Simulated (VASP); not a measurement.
# Cu (P6_3/mmc) in VASP: further runs

Runs on Cu. Level: BLYP. Tasks: single point, relaxation of cell and atoms.

Everything below comes from runs of VASP 6.6.1. Logs are shortened: lines on timing, memory, paths and dates and some standing lists are left out, and cuts for length are marked.

**1. The cell of the first run**

The structure is hexagonal, space group P6_3/mmc (No. 194). Conventional cell: a = 2.620 Å, b = 2.620 Å, c = 8.550 Å, α = 90.00°, β = 90.00°, γ = 120.00°. Cu (site symmetry -3m) has 12 Cu at 2.62 Å within 3.5 Å. Within 3.5 Å of Cu (site symmetry -6m2) lie 12 Cu at 2.62 Å.

This isn't the form of Cu at room conditions, which is fcc.

**2. Single point, BLYP**

Input file INCAR:

```
AGGAC = 1.0
AGGAX = 1.0
ALDAC = 0.0
ALDAX = 1.0
ALGO = Normal
EDIFF = 1E-6
ENCUT = 520
GGA = B5
ISIF = 2
ISMEAR = -1
LASPH = True
LCHARG = False
LREAL = False
LWAVE = False
NBANDS = 30
NELM = 60
PREC = Accurate
SIGMA = 0.1
```

Input file KPOINTS:

```
k-points
0
Gamma
  18 18 5
```

Input file POSCAR:

```
Cu
1.0
    2.6200526489      0.0000000000      0.0000000000
   -1.3100263245      2.2690321532      0.0000000000
    0.0000000000      0.0000000000      8.5495696465
Cu
4
Direct
    0.0000000000      1.0000000000      0.0000000000
    0.0000000000      0.0000000000      0.5000000000
    0.3333333333      0.6666666667      0.2500000000
    0.6666666667      0.3333333333      0.7500000000
```

Potentials or basis: VASP PAW PBE potentials, release 64 (Cu).

Started as:

```sh
> cat potpaw_PBE.64/Cu/POTCAR > POTCAR
> mpirun -np 1 vasp_std > vasp.out
```

OUTCAR:

```text
EDIFF = 1E-6
   ENCUT = 520
   GGA = B5
   ISIF = 2
   ISMEAR = -1
   LASPH = True
   LREAL = False
   NELM = 60
   PREC = Accurate

 ion  position               nearest neighbor table
   1  0.000  0.000  0.000-   3 2.62   4 2.62   4 2.62   3 2.62   4 2.62   3 2.62
   2  0.000  0.000  0.500-   3 2.62   4 2.62   4 2.62   3 2.62   4 2.62   3 2.62
   3  0.333  0.667  0.250-   1 2.62   2 2.62   1 2.62   2 2.62   1 2.62   2 2.62
   4  0.667  0.333  0.750-   1 2.62   2 2.62   1 2.62   2 2.62   1 2.62   2 2.62

  LATTYP: Found a hexagonal cell.
 ALAT       =     2.6200526489
 C/A-ratio  =     3.2631289490

  Lattice vectors:

 A1 = (   2.6200526489,   0.0000000000,   0.0000000000)
 A2 = (  -1.3100263245,   2.2690321532,   0.0000000000)
 A3 = (   0.0000000000,   0.0000000000,   8.5495696465)

Analysis of symmetry for initial positions (statically):
=====================================================================
 Subroutine PRICEL returns:
 Original cell was already a primitive cell.

 Routine SETGRP: Setting up the symmetry group for a
 hexagonal supercell.

 Subroutine GETGRP returns: Found 24 space group operations
 (whereof 12 operations were pure point group operations)
 out of a pool of 24 trial point group operations.

The static configuration has the point symmetry D_3d.
 The point group associated with its full space group is D_6h.

Analysis of symmetry for dynamics (positions and initial velocities):
=====================================================================
 Subroutine PRICEL returns:
 Original cell was already a primitive cell.

 Routine SETGRP: Setting up the symmetry group for a
 hexagonal supercell.

 Subroutine GETGRP returns: Found 24 space group operations
 (whereof 12 operations were pure point group operations)
 out of a pool of 24 trial point group operations.

The dynamic configuration has the point symmetry D_3d.
 The point group associated with its full space group is D_6h.

 Subroutine INISYM returns: Found 24 space group operations
 (whereof 12 operations are pure point group operations),
 and found     1 'primitive' translations

----------------------------------------------------------------------------------------

                                     Primitive cell

  volume of cell :      50.8271

  direct lattice vectors                    reciprocal lattice vectors
     2.620052649  0.000000000  0.000000000     0.381671720  0.220358270  0.000000000
[... 90 lines left out ...]
   EDIFF  = 0.1E-05   stopping-criterion for ELM
   LREAL  =      F    real-space projection
   EDIFFG = 0.1E-04   stopping-criterion for IOM
   NSW    =      0    number of steps for IOM
   IBRION =     -1    ionic relax: 0-MD 1-quasi-New 2-CG
   NFREE  =      0    steps in history (QN), initial steepest desc. (CG)
   ISIF   =      2    stress and relaxation
   ISYM   =      2    0-nonsym 1-usesym 2-fastsym
   POTIM  = 0.5000    time-step for ionic-motion
   TEBEG  =    0.0;   TEEND  =   0.0 temperature during run
   PSTRESS=    0.0 pullay stress
   NELECT =      44.0000    total number of electrons
   NUPDOWN=      -1.0000    fix difference up-down
   EMIN   =  10.00;   EMAX   =-10.00  energy-range for DOS
   EFERMI =   0.00;   METHOD = LEGACY
   ISMEAR =    -1;   SIGMA  =   0.10  broadening in eV -4-tet -1-fermi 0-gaus
   EFERMI_NEDOS =   21; number of points for ismear=-14 and -15
   IALGO  =     38    algorithm
   IMIX   =      4    mixing-type and parameters
     AMIX     =   0.40;   BMIX     =  1.00
     AMIX_MAG =   1.60;   BMIX_MAG =  1.00
  volume/ion in A,a.u.               =      12.71        85.75
  Fermi-wavevector in a.u.,A,eV,Ry     =   1.560250  2.948444 33.121735  2.434379
  Thomas-Fermi vector in A             =   2.663489
   LORBIT       =      0    0 simple, 1 ext, 2 COOP (PROOUT), +10 PAW based schemes
   GGA     = B5    functional components
   LHFCALC =     F    Hartree Fock is set to
   AEXX    =    0.0000 exact exchange contribution
   IVDW    =     0    specifies the selected vdW correction
   LEPSILON=     F    determine dielectric tensor
   LRPA    =     F    only Hartree local field effects (RPA)
 non-spin polarized calculation
  energy-cutoff  :      520.00
  volume of cell :       50.83
 maximum number of plane-waves:      1395
 NGX is ok and might be reduce to    20
   NGX =  9   NGY =  9   NGZ = 31

 number of electron      44.0000014 magnetization

 Free energy of the ion-electron system (eV)
  ---------------------------------------------------
  ext. energy  EPLUGINS =         0.00000000
  ---------------------------------------------------
  free energy    TOTEN  =       -11.92949104 eV

  energy without entropy =      -11.88673541  energy(sigma->0) =      -11.90811323

 E-fermi :   7.1887     XC(G=0): -11.7438

 val. band max:        7.1784382151   @ k =   0.1111   0.1111   0.4000
 cond. band min:       7.1913673757   @ k =   0.3889   0.0556   0.0000
 fundamental gap:      0.0129291606
 Fermi energy:         7.1887014496

 k-point     1 :       0.0000    0.0000    0.0000
  band No.  band energies     occupation
      1      -1.5364      2.00000
      2       0.4805      2.00000
      3       0.4861      2.00000
      4       2.4566      2.00000
      5       4.0934      2.00000
      6       4.0975      2.00000
[... 781 lines left out ...]
     29      17.3200      0.00000
     30      18.0733      0.00000

 [... further k-points ...]

------------------------ aborting loop because EDIFF is reached ----------------------------------------

  FORCE on cell =-STRESS in cart. coord.  units (eV):
  Direction    XX          YY          ZZ          XY          YZ          ZX
  --------------------------------------------------------------------------------------
  -------------------------------------------------------------------------------------
  Total        0.1308950      0.1308950      0.1896400     -0.0000000     -0.0000000      0.0000000
  in kB        4.1260897      4.1260897      5.9778593     -0.0000000     -0.0000000      0.0000000
  external PRESSURE =       4.7433463 kB  Pullay stress =       0.0000000 kB

 VOLUME and BASIS-vectors are now :
 -----------------------------------------------------------------------------
  energy-cutoff  :      520.00
  volume of cell :       50.83
      direct lattice vectors                 reciprocal lattice vectors
     2.620052649  0.000000000  0.000000000     0.381671720  0.220358270  0.000000000
    -1.310026324  2.269032153  0.000000000     0.000000000  0.440716540  0.000000000
     0.000000000  0.000000000  8.549569647     0.000000000  0.000000000  0.116964952

 POSITION                                       TOTAL-FORCE (eV/Angst)
 -----------------------------------------------------------------------------------
      0.00000      0.00000      0.00000         0.000000      0.000000      0.000000
      0.00000      0.00000      4.27478         0.000000      0.000000      0.000000
     -0.00000      1.51269      2.13739        -0.000000      0.000000     -0.000000
      1.31003      0.75634      6.41218         0.000000     -0.000000      0.000000
 -----------------------------------------------------------------------------------
    total drift:                                0.000000     -0.000000      0.000000

  FREE ENERGIE OF THE ION-ELECTRON SYSTEM (eV)
  ---------------------------------------------------
  free  energy   TOTEN  =       -11.9294910435 eV

  energy  without entropy=      -11.8867354076  energy(sigma->0) =      -11.90811323
```

Run time: 1.9 min. Hardware: 1 thread of Intel Xeon Platinum 8488C (Sapphire Rapids), shared host; peak memory 0.25 GiB.

What came out:

```
Free energy            : -11.9295 eV
Pressure               : 0.5 GPa
Band gap on the k mesh : zero (bands 22 and 23 overlap by 5.07 eV)
```

Levels at points of the mesh, in eV from the Fermi level:
```tsv
k point	band 20	band 21	band 22	band 23	band 24	band 25
(0.00, 0.00, 0.00)	-1.95	-1.95	-1.69	-1.69	-0.61	3.35
(0.50, 0.00, 0.00)	-1.56	-0.32	0.66	0.91	1.47	4.15
```

Caveat: the PAW data sets were made with another functional, which shifts forces and pressure a little.

**3. Relaxation of cell and atoms, BLYP**

This run uses another cell than the first one, of 11.81 Å³/atom.

Input file INCAR:

```
SYSTEM = Cu
AGGAC = 1.0 ; AGGAX = 1.0
ALDAC = 0.0 ; ALDAX = 1.0
ALGO = Normal ; EDIFF = 1E-6
EDIFFG = -0.01 ; ENCUT = 600
GGA = B5 ; IBRION = 2
ISIF = 3 ; ISMEAR = -1
LASPH = .True. ; LCHARG = .False.
LREAL = .False. ; LWAVE = .False.
NELM = 100 ; NSW = 80
PREC = Accurate ; SIGMA = 0.1
```

Input file KPOINTS:

```
k-points
0
Gamma
  14 14 4
  0 0 0
```

Input file POSCAR:

```
Cu
1.0
    2.5561591618      0.0000000000      0.0000000000
   -1.2780795809      2.2136987702      0.0000000000
    0.0000000000      0.0000000000      8.3484158223
Cu
4
Direct
    0.0000000000      0.0000000000      0.0000000000
    0.0000000000      0.0000000000      0.5000000000
    0.3333333333      0.6666666667      0.2500000000
    0.6666666667      0.3333333333      0.7500000000
```

Potentials or basis: VASP PAW PBE potentials, release 64 (Cu).

Started as:

```sh
> cat potpaw_PBE.64/Cu/POTCAR > POTCAR
> mpirun -np 1 vasp_std > vasp.out
```

It took 7.3 min on 1 thread of Intel Xeon Platinum 8488C (Sapphire Rapids), shared host; peak memory 0.23 GiB.

Results (log left out):

* Free energy: -11.9262 eV
* Relaxed volume: 12.78 Å³/atom
* Relaxed cell: a = 2.626 Å, b = 2.626 Å, c = 8.562 Å, α = 90.00°, β = 90.00°, γ = 120.00°
* Space group after relaxing (to 0.1 Å): P6_3/mmc (No. 194)
* Energy gained by relaxing: 30.1 meV/atom
* Ionic steps: 8
* Pressure after relaxing: -0.1 GPa
* Band gap on the k mesh: zero (bands 22 and 23 overlap by 4.48 eV)

Step by step:
```csv
step,energy change (eV),largest force (eV/Å),pressure (GPa),volume (Å³)
1,0.0000,0.0000,10.78,47.24
2,-0.1011,0.0000,-3.36,52.88
3,-0.1204,0.0000,-0.09,51.12
4,-0.1204,0.0000,0.17,51.04
5,-0.1204,0.0000,0.25,51.04
6,-0.1204,0.0000,0.15,51.04
7,-0.1204,0.0000,0.16,51.07
8,-0.1204,0.0000,-0.06,51.14
```

Final structure:
```
CELL_PARAMETERS angstrom
2.62616 0.00000 0.00000
-1.31308 2.27432 0.00000
0.00000 0.00000 8.56180
ATOMIC_POSITIONS crystal
Cu 0.00000 0.00000 0.00000
Cu 0.00000 0.00000 0.50000
Cu 0.33333 0.66667 0.25000
Cu 0.66667 0.33333 0.75000
```

Levels at points of the mesh, in eV from the Fermi level:
| k point | band 18 | band 19 | band 20 | band 21 | band 22 | band 23 | band 24 | band 25 | band 26 |
| --- | --- | --- | --- | --- | --- | --- | --- | --- | --- |
| (0.00, 0.00, 0.00) | -2.05 | -2.05 | -1.91 | -1.91 | -1.66 | -1.66 | -0.56 | 3.36 | 11.93 |
| (0.50, 0.00, 0.00) | -1.54 | -1.54 | -1.52 | -0.28 | 0.69 | 0.93 | 1.49 | 4.15 | 4.20 |
| (0.00, 0.00, 0.50) | -2.17 | -2.17 | -2.17 | -1.76 | -1.76 | -1.76 | -1.76 | 6.54 | 6.54 |
| (0.50, 0.00, 0.50) | -1.61 | -1.54 | -1.54 | 0.20 | 0.20 | 1.33 | 1.33 | 4.76 | 4.76 |

Caveat: the PAW data sets were made with another functional, which shifts forces and pressure a little.

**4. Single point, BLYP (11.18 Å³/atom)**

This run uses another cell than the first one, of 11.18 Å³/atom.

Input file INCAR:

```
AGGAC = 1.0
AGGAX = 1.0
ALDAC = 0.0
ALDAX = 1.0
ALGO = Normal
EDIFF = 1E-7
ENCUT = 520
GGA = B5
ISIF = 2
ISMEAR = -1
LASPH = T
LCHARG = F
LREAL = F
LWAVE = F
NBANDS = 30
NELM = 100
PREC = Accurate
SIGMA = 0.1
```

Input file KPOINTS:

```
k-points
0
Gamma
  15 15 4
```

Input file POSCAR:

```
Cu
1.0
    2.5107544577      0.0000000000      0.0000000000
   -1.2553772289      2.1743771431      0.0000000000
    0.0000000000      0.0000000000      8.1929155547
Cu
4
Direct
    0.0000000000      1.0000000000      0.0000000000
    0.0000000000      0.0000000000      0.5000000000
    0.3333333333      0.6666666667      0.2500000000
    0.6666666667      0.3333333333      0.7500000000
```

Started as:

```sh
> cat potpaw_PBE.64/Cu/POTCAR > POTCAR
> mpirun -np 1 vasp_std > vasp.out
```

Wall time 60 s (1 thread of Intel Xeon 6975P-C (Granite Rapids), shared host); peak memory 0.21 GiB.

Results (log left out):

| Quantity | Value |
| --- | --- |
| Free energy | -11.5678 eV |
| Pressure | 20.8 GPa |
| Band gap on the k mesh | zero (bands 22 and 23 overlap by 5.52 eV) |

Stress tensor (GPa, compression positive):
```
20.26  0.00  0.00
 0.00 20.26  0.00
 0.00  0.00 22.02
```

Levels at points of the mesh, in eV from the Fermi level:
```
           k point  band 19  band 20  band 21  band 22  band 23  band 24  band 25  band 26
(0.00, 0.00, 0.00)    -2.42    -2.24    -2.24    -1.93    -1.93    -1.08     3.89    12.91
(0.00, 0.00, 0.50)    -2.56    -2.56    -2.06    -2.06    -2.06    -2.06     7.16     7.16
```

Caveat: the cell stands under pressure; the PAW data sets were made with another functional, which shifts forces and pressure a little.

**5. The runs side by side**

| task | cell | k mesh | cutoff (eV) | gap on the mesh (eV) | pressure (GPa) |
| --- | --- | --- | --- | --- | --- |
| single point | a = 2.620, b = 2.620, c = 8.550 Å, angles 90.0, 90.0, 120.0°, 4 atoms | 18 × 18 × 5 | 520 | none | 0.5 |
| relaxation of cell and atoms | relaxed from a = 2.556, b = 2.556, c = 8.348 Å, angles 90.0, 90.0, 120.0°, 4 atoms | 14 × 14 × 4 | 600 | none | -0.1 |
| single point | a = 2.511, b = 2.511, c = 8.193 Å, angles 90.0, 90.0, 120.0°, 4 atoms | 15 × 15 × 4 | 520 | none | 20.8 |

Alike in all rows: level BLYP; potentials or basis VASP PAW PBE potentials, release 64 (Cu); no spin polarisation; smearing fermi-dirac 0.1 eV.

Caveats: the PAW data sets were made with another functional, which shifts forces and pressure a little; the cell stands under pressure (at least some runs).

Total energies depend on the potentials used, so only differences within one code and one set of settings carry meaning.
